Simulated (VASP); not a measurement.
Wanted: the native input for a VASP 6.6.1 run.

```yaml
Task: relaxation of cell and atoms
Functional: PBE
Potentials_or_basis: VASP PAW PBE potentials, release 64 (Hf_pv, Pb_d)
Cutoff: 600 eV
k_mesh: 8 × 8 × 8
Occupations: gaussian, width 0.1 eV
Spin: no spin polarisation
Dipole_correction: no
Further_INCAR_settings: ALGO = Normal; EDIFF = 1e-07; IBRION = 2; EDIFFG = -0.01; NSW = 100; ISIF = 3
```

The structure of Hf3Pb2 lies in POSCAR:

```
Hf3Pb2
1.0
    5.3562822955      0.0000000000      0.0000000000
    0.0000000000      5.3562822955      0.0000000000
    0.0000000000      0.0000000000      5.3562822955
Hf Pb
3 2
Direct
    0.0000000000      0.5000000000      0.5000000000
    0.5000000000      0.0000000000      0.5000000000
    0.5000000000      0.5000000000      0.0000000000
    0.0000000000      0.0000000000      0.0000000000
    0.5000000000      0.5000000000      0.5000000000
```

The cell was generated, and may not be a known phase.

The input as run:

INCAR

```
ALGO = Normal ; EDIFF = 1E-7
EDIFFG = -0.01 ; ENCUT = 600
GGA = PE ; IBRION = 2
ISIF = 3 ; ISMEAR = 0
LASPH = T ; LCHARG = F
LREAL = F ; LWAVE = F
NELM = 100 ; NSW = 100
PREC = Accurate ; SIGMA = 0.1
```

KPOINTS

```
k-points
0
Gamma
  8 8 8
```

Potentials or basis: VASP PAW PBE potentials, release 64 (Hf_pv, Pb_d).

Launch:

```sh
$ cat potpaw_PBE.64/Hf_pv/POTCAR potpaw_PBE.64/Pb_d/POTCAR > POTCAR
$ mpirun -np 1 vasp_std > vasp.out
```

It gave:

- Relaxed volume: 30.57 Å³/atom
- Relaxed cell: a = 5.347 Å, b = 5.347 Å, c = 5.347 Å, α = 90.00°, β = 90.00°, γ = 90.00°
- Space group after relaxing (to 0.1 Å): Pm-3m (No. 221)
- Energy gained by relaxing: 0.2 meV/atom
- Ionic steps: 3
- Pressure after relaxing: 0.0 GPa
- Band gap on the k mesh: zero (bands 29 and 30 overlap by 1.10 eV)

Caveat: spin-orbit coupling is left out, which moves the levels of the heavy elements.

It took 4.7 min on 1 thread of Intel(R) Xeon(R) 6975P-C (Granite Rapids), on a shared host, peak memory 0.46 GiB.
